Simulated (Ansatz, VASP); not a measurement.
## Two plane-wave programs on NaLa

The input INCAR:

```
SYSTEM = NaLa
ALGO     = Normal         ! electronic algorithm
EDIFF    = 1E-6           ! SCF threshold, eV
ENCUT    = 500            ! plane-wave cutoff, eV
GGA      = LIBXC          ! functional
GGA_COMPAT= .FALSE.      
ISIF     = 2              ! what is computed and relaxed
ISMEAR   = 0              ! smearing method
LASPH    = .TRUE.         ! aspherical terms in the spheres
LCHARG   = .FALSE.        ! write CHGCAR
LIBXC1   = GGA_X_B88    
LIBXC2   = GGA_C_PBE    
LMAXMIX  = 6              ! l up to which the mixer works
LREAL    = .FALSE.        ! projectors in reciprocal space
LWAVE    = .FALSE.        ! write WAVECAR
NBANDS   = 16             ! bands
NELM     = 200            ! most SCF steps
PREC     = Accurate       ! precision mode
SIGMA    = 0.1            ! smearing width, eV
```

File KPOINTS:

```
k-points
0
G
  7 7 4
  0 0 0
```

File POSCAR:

```
NaLa
1.0
    3.7264583333      0.0000000000      0.0000000000
   -1.8632343333      3.2272033333      0.0000000000
    0.0000000000      0.0000000000      6.0722185224
Na La
1 1
Direct
    0.0000000000      0.0000000000      0.0000000000
    0.3333333333      0.6666666667      0.5000000000
```

Input for Ansatz:

```yaml
crystal:
  lattice:
    - [3.726458333333333, 0.0, 0.0]
    - [-1.863234333333333, 3.2272033333333328, 0.0]
    - [0.0, 0.0, 6.0722185223725305]
  atoms:
    - { symbol: Na, position: [0.0, 0.0, 0.0] }
    - { symbol: La, position: [0.3333333333333333, 0.6666666666666666, 0.5] }
basis:
  ecutwfc: 420.0
kpoints:
  mp_grid:
    grid: [7, 7, 4]
hamiltonian:
  xc:
    exchange: b88
    correlation: pbe
scf:
  max_iter: 80
  occupations:
    method: gaussian
  eigensolver:
    kind: davidson
output:
  stress: true
```

Alike in both runs: task single point; functional b88 exchange, pbe correlation; k mesh 7 × 7 × 4; no spin polarisation.

|  | VASP | Ansatz |
| --- | --- | --- |
| version | VASP 6.6.1 | Ansatz 0.2.0 |
| potentials or method | VASP PAW PBE potentials, release 64 (Na_pv, La), cutoff 500 eV | plane waves, PAW |
| occupations | gaussian, width 0.1 eV | gaussian |
| valence electrons in the cell | 18 | 20 |

```csv
,VASP,Ansatz,Ansatz less VASP
pressure (GPa),-0.2,-0.2,-0.01
"traceless stress, the component that is largest in VASP (GPa)",2.53,2.55,+0.019
```

VASP's potentials were made for PBE, not for b88 exchange, pbe correlation. VASP's potentials hold 18 valence electrons a cell and Ansatz's 20, so a difference there can come from the potentials and not from the codes. Ansatz's warnings: structure snapped to symmetry.

Spin-orbit coupling is off throughout.
